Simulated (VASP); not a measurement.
# BePd (P4/mmm) in VASP: further runs

The runs below take BePd through single point, with LDA.

Program: VASP 6.6.1. These are calculated values, not measurements. Logs are shortened: lines on timing, memory, paths and dates and some standing lists are left out, and cuts for length are marked.

**1. The cell of the first run**

Symmetry: P4/mmm, No. 123, tetragonal system. Conventional cell: a = 2.813 Å, b = 2.813 Å, c = 2.841 Å, α = 90.00°, β = 90.00°, γ = 90.00°. Be (site symmetry 4/mmm) has 8 Pd at 2.44 Å and 6 Be at 2.81 to 2.84 Å within 3.2 Å. Pd (site symmetry 4/mmm) has 8 Be at 2.44 Å and 6 Pd at 2.81 to 2.84 Å within 3.2 Å.

**2. Single point, LDA (zz strain of +1 %)**

INCAR reads:

```
ALGO = Normal
EDIFF = 1E-7
ENCUT = 520
ISIF = 2
ISMEAR = -1
LASPH = True
LCHARG = False
LREAL = False
LWAVE = False
NBANDS = 13
NELM = 100
PREC = Accurate
SIGMA = 0.08
```

KPOINTS reads:

```
k-points
0
Gamma
  12 12 12
```

POSCAR reads:

```
BePd
1.0
    2.8130000000      0.0000000000      0.0000000000
    0.0000000000      2.8130000000      0.0000000000
    0.0000000000      0.0000000000      2.8411300000
Be Pd
1 1
Direct
    0.0000000000      0.0000000000      0.0000000000
    0.5000000000      0.5000000000      0.5000000000
```

Potentials or basis: VASP PAW LDA potentials, release 64 (Be, Pd).

Command:

```
$ cat potpaw_LDA.64/Be/POTCAR potpaw_LDA.64/Pd/POTCAR > POTCAR
$ mpirun -np 1 vasp_std > vasp.out
```

OUTCAR:

```text
EDIFF = 1E-7
   ENCUT = 520
   ISIF = 2
   ISMEAR = -1
   LASPH = True
   LREAL = False
   NELM = 100
   PREC = Accurate

 ion  position               nearest neighbor table
   1  0.000  0.000  0.000-   2 2.44   2 2.44   2 2.44   2 2.44   2 2.44   2 2.44   2 2.44   2 2.44

   2  0.500  0.500  0.500-   1 2.44   1 2.44   1 2.44   1 2.44   1 2.44   1 2.44   1 2.44   1 2.44

  LATTYP: Found a simple tetragonal cell.
 ALAT       =     2.8130000000
 C/A-ratio  =     1.0100000000

  Lattice vectors:

 A1 = (   2.8130000000,   0.0000000000,   0.0000000000)
 A2 = (   0.0000000000,   2.8130000000,   0.0000000000)
 A3 = (   0.0000000000,   0.0000000000,   2.8411300000)

Analysis of symmetry for initial positions (statically):
=====================================================================
 Subroutine PRICEL returns:
 Original cell was already a primitive cell.

 Routine SETGRP: Setting up the symmetry group for a
 simple tetragonal supercell.

 Subroutine GETGRP returns: Found 16 space group operations
 (whereof 16 operations were pure point group operations)
 out of a pool of 16 trial point group operations.

The static configuration has the point symmetry D_4h.

Analysis of symmetry for dynamics (positions and initial velocities):
=====================================================================
 Subroutine PRICEL returns:
 Original cell was already a primitive cell.

 Routine SETGRP: Setting up the symmetry group for a
 simple tetragonal supercell.

 Subroutine GETGRP returns: Found 16 space group operations
 (whereof 16 operations were pure point group operations)
 out of a pool of 16 trial point group operations.

The dynamic configuration has the point symmetry D_4h.

 Subroutine INISYM returns: Found 16 space group operations
 (whereof 16 operations are pure point group operations),
 and found     1 'primitive' translations

----------------------------------------------------------------------------------------

                                     Primitive cell

  volume of cell :      22.4818

  direct lattice vectors                    reciprocal lattice vectors
     2.813000000  0.000000000  0.000000000     0.355492357  0.000000000  0.000000000
     0.000000000  2.813000000  0.000000000     0.000000000  0.355492357  0.000000000
     0.000000000  0.000000000  2.841130000     0.000000000  0.000000000  0.351972631

  length of vectors
     2.813000000  2.813000000  2.841130000     0.355492357  0.355492357  0.351972631

[... 89 lines left out ...]
   TEBEG  =    0.0;   TEEND  =   0.0 temperature during run
   PSTRESS=    0.0 pullay stress
   NELECT =      12.0000    total number of electrons
   NUPDOWN=      -1.0000    fix difference up-down
   EMIN   =  10.00;   EMAX   =-10.00  energy-range for DOS
   EFERMI =   0.00;   METHOD = LEGACY
   ISMEAR =    -1;   SIGMA  =   0.08  broadening in eV -4-tet -1-fermi 0-gaus
   EFERMI_NEDOS =   21; number of points for ismear=-14 and -15
   IALGO  =     38    algorithm
   IMIX   =      4    mixing-type and parameters
     AMIX     =   0.40;   BMIX     =  1.00
     AMIX_MAG =   1.60;   BMIX_MAG =  1.00
  volume/ion in A,a.u.               =      11.24        75.86
  Fermi-wavevector in a.u.,A,eV,Ry     =   1.327981  2.509519 23.994315  1.763532
  Thomas-Fermi vector in A             =   2.457252
   LORBIT       =      0    0 simple, 1 ext, 2 COOP (PROOUT), +10 PAW based schemes
   GGA     = CA    functional components
   LHFCALC =     F    Hartree Fock is set to
   AEXX    =    0.0000 exact exchange contribution
   IVDW    =     0    specifies the selected vdW correction
   LEPSILON=     F    determine dielectric tensor
   LRPA    =     F    only Hartree local field effects (RPA)
 non-spin polarized calculation
  energy-cutoff  :      520.00
  volume of cell :       22.48
 maximum number of plane-waves:       624
 NGX is ok and might be reduce to    24
   NGX = 11   NGY = 11   NGZ = 11

 number of electron      12.0000000 magnetization

 Free energy of the ion-electron system (eV)
  ---------------------------------------------------
  ext. energy  EPLUGINS =         0.00000000
  ---------------------------------------------------
  free energy    TOTEN  =       -11.92733162 eV

  energy without entropy =      -11.90963321  energy(sigma->0) =      -11.91848242

 E-fermi :   9.5517     XC(G=0): -12.5309

 val. band max:        9.5371893528   @ k =   0.4167   0.0833   0.4167
 cond. band min:       9.5589942028   @ k =   0.5000   0.0833   0.1667
 fundamental gap:      0.0218048500
 Fermi energy:         9.5516624737

 k-point     1 :       0.0000    0.0000    0.0000
  band No.  band energies     occupation
      1      -0.0072      2.00000
      2       3.9992      2.00000
      3       4.0306      2.00000
      4       7.2306      2.00000
      5       7.2306      2.00000
      6       7.2755      2.00000
      7      14.6379      0.00000
      8      14.9239      0.00000
      9      14.9239      0.00000
     10      23.8114      0.00000
     11      23.9248      0.00000
     12      26.1331      0.00000
     13      32.8215      0.00000
[... 354 lines left out ...]
  band No.  band energies     occupation
      1       3.1372      2.00000
      2       4.2555      2.00000
      3       6.0579      2.00000
      4       6.1134      2.00000
      5       6.4408      2.00000
      6       6.9288      2.00000
      7       9.7781      0.11139
      8      15.5507      0.00000
      9      17.4386      0.00000
     10      18.4097      0.00000
     11      24.7952      0.00000
     12      26.2345      0.00000
     13      28.2437      0.00000

 [... further k-points ...]

------------------------ aborting loop because EDIFF is reached ----------------------------------------

  FORCE on cell =-STRESS in cart. coord.  units (eV):
  Direction    XX          YY          ZZ          XY          YZ          ZX
  --------------------------------------------------------------------------------------
  -------------------------------------------------------------------------------------
  Total       -1.2465403     -1.2465403     -1.3033837      0.0000000     -0.0000000      0.0000000
  in kB      -88.8354546    -88.8354546    -92.8864388      0.0000000     -0.0000000      0.0000000
  external PRESSURE =     -90.1857827 kB  Pullay stress =       0.0000000 kB

 VOLUME and BASIS-vectors are now :
 -----------------------------------------------------------------------------
  energy-cutoff  :      520.00
  volume of cell :       22.48
      direct lattice vectors                 reciprocal lattice vectors
     2.813000000  0.000000000  0.000000000     0.355492357  0.000000000  0.000000000
     0.000000000  2.813000000  0.000000000     0.000000000  0.355492357  0.000000000
     0.000000000  0.000000000  2.841130000     0.000000000  0.000000000  0.351972631

 POSITION                                       TOTAL-FORCE (eV/Angst)
 -----------------------------------------------------------------------------------
      0.00000      0.00000      0.00000         0.000000      0.000000      0.000000
      1.40650      1.40650      1.42057         0.000000      0.000000      0.000000
 -----------------------------------------------------------------------------------
    total drift:                                0.000000     -0.000000     -0.000000

  FREE ENERGIE OF THE ION-ELECTRON SYSTEM (eV)
  ---------------------------------------------------
  free  energy   TOTEN  =       -11.9273316237 eV

  energy  without entropy=      -11.9096332066  energy(sigma->0) =      -11.91848242
```

stdout:

```text
POSCAR found type information on POSCAR BePd
 POSCAR found :  2 types and       2 ions
 scaLAPACK will be used
 LDA part: xc-table for (Slater(with rela. corr.)+CA(PZ))
 , standard interpolation
 POSCAR, INCAR and KPOINTS ok, starting setup
 FFT: planning ... GRIDC
 FFT: planning ... GRID_SOFT
 FFT: planning ... GRID
 WAVECAR not read
 entering main loop
```

Wall time 34 s (1 thread of AMD EPYC 7R13 (Zen 3), shared host); peak memory 0.14 GiB.

Results:

```
Free energy            : -11.9273 eV
Pressure               : -9.0 GPa
Band gap on the k mesh : zero (band 6 reaches 14.30 eV, above the bottom of band 7 at 8.25 eV)
```

Stress tensor (GPa, compression positive):
```
-8.88  0.00  0.00
 0.00 -8.88  0.00
 0.00  0.00 -9.29
```

Caveat: the cell differs from its parent crystal (zz strain of +1 %).

**3. Single point, LDA (zz strain of +2 %)**

INCAR reads:

```
PREC = Accurate ; ENCUT = 520
EDIFF = 1E-6 ; ISMEAR = -1
SIGMA = 0.08 ; LREAL = False
LASPH = True ; NELM = 60
ALGO = Normal ; ISIF = 2
LWAVE = False ; LCHARG = False
GGA = CA ; NBANDS = 13
```

KPOINTS reads:

```
Automatic mesh
0
Gamma
  12 12 12
```

Edit POSCAR of step 2 so:

```diff
@@ -4,3 +4,3 @@
     0.0000000000      2.8130000000      0.0000000000
-    0.0000000000      0.0000000000      2.8411300000
+    0.0000000000      0.0000000000      2.8692600000
 Be Pd
```

Potentials or basis: VASP PAW LDA potentials, release 64 (Be, Pd).

Command:

```
$ cat potpaw_LDA.64/Be/POTCAR potpaw_LDA.64/Pd/POTCAR > POTCAR
$ mpirun -np 1 vasp_std > vasp.out
```

Wall time 34 s (1 thread of AMD EPYC 7R13 (Zen 3), shared host); peak memory 0.14 GiB.

It converged, with:

| Item | Value |
| --- | --- |
| Free energy | -11.9133 eV |
| Pressure | -10.6 GPa |
| Band gap on the k mesh | zero (band 6 reaches 14.11 eV, above the bottom of band 7 at 8.10 eV) |

Stress tensor (GPa, compression positive):
```
-10.30   0.00   0.00
  0.00 -10.30   0.00
  0.00   0.00 -11.07
```

Levels at points of the mesh, in eV from the Fermi level:
| k point | band 2 | band 3 | band 4 | band 5 | band 6 | band 7 | band 8 | band 9 | band 10 | band 11 |
| --- | --- | --- | --- | --- | --- | --- | --- | --- | --- | --- |
| (0.00, 0.00, 0.00) | -5.50 | -5.44 | -2.31 | -2.31 | -2.23 | 4.89 | 5.45 | 5.45 | 14.10 | 14.35 |
| (0.50, 0.00, 0.00) | -4.97 | -4.49 | -3.93 | -3.74 | -2.17 | 0.06 | 9.80 | 10.08 | 11.42 | 14.07 |
| (0.50, 0.50, 0.00) | -4.67 | -3.36 | -3.36 | -1.71 | -1.71 | -1.21 | 5.50 | 6.08 | 8.35 | 15.29 |
| (0.00, 0.00, 0.50) | -5.07 | -4.69 | -3.72 | -3.72 | -2.11 | -0.24 | 10.00 | 10.00 | 11.55 | 14.63 |
| (0.50, 0.00, 0.50) | -4.83 | -3.26 | -3.19 | -1.87 | -1.78 | -1.31 | 5.22 | 5.89 | 8.71 | 15.67 |
| (0.50, 0.50, 0.50) | -6.21 | -6.21 | -1.26 | -1.15 | 4.71 | 5.52 | 5.53 | 5.53 | 6.53 | 6.53 |

Caveat: the cell differs from its parent crystal (zz strain of +2 %).
